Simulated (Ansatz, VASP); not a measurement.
**Ag in VASP and in Ansatz**

```
Ag
1.0
     0.00000    2.02614    2.02614
     2.02614    0.00000    2.02614
     2.02614    2.02614    0.00000
Ag
1
Direct
  0.00000 0.00000 0.00000
```

Alike in both runs: task single point; functional PBEsol; k mesh 22 × 22 × 22; occupations fermi-dirac, width 0.1 eV; no spin polarisation.

|  | VASP | Ansatz |
| --- | --- | --- |
| version | VASP 6.6.1 | Ansatz 0.2.0 |
| potentials or method | VASP PAW PBE potentials, release 64 (Ag), cutoff 520 eV | plane waves (420 eV) with PAW, scalar-relativistic |
| valence electrons in the cell | 11 | 19 |

VASP gave:

* pressure (GPa): -0.1

Which values does Ansatz return?

Pressure (GPa): 0.2.

VASP's potentials were made for PBE, not for PBEsol, and Ansatz warns of the same on its side. VASP's potentials hold 11 valence electrons a cell and Ansatz's 19, so a difference there can come from the potentials and not from the codes.
